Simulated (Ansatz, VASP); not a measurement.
## SnO2 in VASP and in Ansatz

```
CELL_PARAMETERS angstrom
-3.19042 3.33922 3.33922
3.19042 -3.33922 3.33922
3.19042 3.33922 -3.33922
ATOMIC_POSITIONS crystal
Sn 0.99994 0.24994 0.75000
Sn 0.00006 0.75006 0.25000
Sn 0.50000 0.50000 0.50000
Sn 0.50000 0.00000 0.00000
O 0.19393 0.19398 0.50004
O 0.69399 0.75006 0.94393
O 0.19393 0.69389 0.99996
O 0.30613 0.75006 0.55607
O 0.69387 0.24994 0.44393
O 0.30601 0.24994 0.05607
O 0.80607 0.30611 0.00004
O 0.80607 0.80602 0.49996
```

Alike in both runs: functional LDA; k mesh 6 × 6 × 6; occupations gaussian, width 0.02 eV; no spin polarisation.

Ansatz relaxed the structure, and its values are those at the end. VASP's run is a single point on that final structure, the one shown.

```csv
,VASP,Ansatz
version,VASP 6.6.1,Ansatz 0.2.0
potentials or method,"VASP PAW LDA potentials, release 64 (Sn_d, O), cutoff 520 eV","scalar-relativistic, plane waves, PAW"
valence electrons in the cell,104,104
```

```tsv
	VASP	Ansatz	Ansatz less VASP
gap on the k mesh at the Fermi level (eV)	1.20	1.16	-0.035
least direct gap on the mesh (eV)	1.20	1.16	-0.035
pressure (GPa)	1.1	0.0	-1.07
rms of the force components (eV/Å)	0.010	0.000	-0.0096
```

LDA's correlation is that of Perdew and Zunger in VASP and of Perdew and Wang (1992) in Ansatz.
